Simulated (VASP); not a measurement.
Crystal: CsBaPd4.

```
Cs Ba Pd
1.0
     0.00000    4.02917    4.02917
     4.02917    0.00000    4.02917
     4.02917    4.02917    0.00000
Cs Ba Pd
1 1 4
Direct
  0.25000 0.25000 0.25000
  0.00000 0.00000 0.00000
  0.62577 0.12269 0.62577
  0.62577 0.62577 0.12269
  0.62577 0.62577 0.62577
  0.12269 0.62577 0.62577
```

```yaml
Program: VASP 6.6.1
Task: relaxation of cell and atoms
Functional: PBE
Potentials_or_basis: VASP PAW PBE potentials, release 64 (Cs_sv, Ba_sv, Pd)
Cutoff: 600 eV
k_mesh: 8 × 8 × 8
Occupations: gaussian, width 0.1 eV
Spin: no spin polarisation
```

At the start: pressure 2.9 GPa; volume 21.80 Å³/atom.

Question: Where does the relaxation end?

Answer: Over 6 steps the energy falls by 7.8 meV/atom and the volume is 22.68 Å³/atom (+4.0 %); space group F-43m (No. 216, to 0.1 Å) before and after.

The path:
| step | energy change (eV) | largest force (eV/Å) | pressure (GPa) | volume (Å³) |
| --- | --- | --- | --- | --- |
| 1 | 0.0000 | 0.0803 | 2.86 | 130.82 |
| 2 | -0.0404 | 0.0034 | -0.93 | 138.34 |
| 3 | -0.0466 | 0.0212 | -0.01 | 136.22 |
| 4 | -0.0466 | 0.0223 | 0.06 | 136.11 |
| 5 | -0.0467 | 0.0105 | 0.04 | 136.10 |
| 6 | -0.0467 | 0.0070 | 0.06 | 136.10 |

Final structure:
```
Cs Ba Pd
1.0
     0.00000    4.08266    4.08266
     4.08266    0.00000    4.08266
     4.08266    4.08266    0.00000
Cs Ba Pd
1 1 4
Direct
  0.25000 0.25000 0.25000
  0.00000 0.00000 0.00000
  0.62548 0.12357 0.62548
  0.62548 0.62548 0.12357
  0.62548 0.62548 0.62548
  0.12357 0.62548 0.62548
```
